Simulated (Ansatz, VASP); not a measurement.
## PbI2: VASP beside Ansatz

```
Pb I
1.0
     4.46672    0.00000    0.00000
    -2.23336    3.86830    0.00000
     0.00000    0.00000    6.79404
Pb I
1 2
Direct
  0.00000 0.00000 0.00000
  0.33333 0.66667 0.27448
  0.66667 0.33333 0.72552
```

Alike in both runs: functional LDA; k mesh 7 × 7 × 4; occupations fermi-dirac, width 0.02 eV; no spin polarisation.

Ansatz relaxed the structure, and its values are those at the end. VASP's run is a single point on that final structure, the one shown.

|  | VASP | Ansatz |
| --- | --- | --- |
| version | VASP 6.6.1 | Ansatz 0.2.0 |
| potentials or method | VASP PAW LDA potentials, release 64 (Pb_d, I) | PAW with Ansatz's default frozen-core files, scalar-relativistic |
| plane-wave cutoff (eV) | 500 | 420 |
| valence electrons in the cell | 28 | 48 |

```tsv
	VASP	Ansatz	Ansatz less VASP
gap on the k mesh at the Fermi level (eV)	1.90	1.91	+0.010
pressure (GPa)	0.1	0.0	-0.06
rms of the force components (eV/Å)	0.006	0.000	-0.0060
```

LDA's correlation is that of Perdew and Zunger in VASP and of Perdew and Wang (1992) in Ansatz. VASP's potentials hold 28 valence electrons a cell and Ansatz's 48, so a difference there can come from the potentials and not from the codes.

Neither program's run includes spin-orbit coupling.
